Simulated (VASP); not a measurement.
The system is Ni.

```
Ni
1.0
     0.00000    1.63564    1.63564
     1.63564    0.00000    1.63564
     1.63564    1.63564    0.00000
Ni
1
Direct
  0.00000 0.00000 0.00000
```

This cell differs from its parent crystal: volume scaled by 0.8.

Base run:

* Program: VASP 6.6.1
* Functional: LDA
* Potentials or basis: VASP PAW LDA potentials, release 64 (Ni)
* Cutoff: 520 eV
* k mesh: 16 × 16 × 16
* Occupations: fermi-dirac, width 0.1 eV
* Spin: collinear spin, ferromagnetic start
* Starting moments: [1.5] μB

Its results: pressure 48.1 GPa.

**Question.** The run is repeated on the same cell with these changes: spin from collinear spin, ferromagnetic start to no spin polarisation; further incar settings from ALGO = Normal; EDIFF = 1e-06; NBANDS = 15 to ALGO = Normal; EDIFF = 1e-07; NBANDS = 11. What comes out?

**Answer.** Pressure 47.2 GPa.
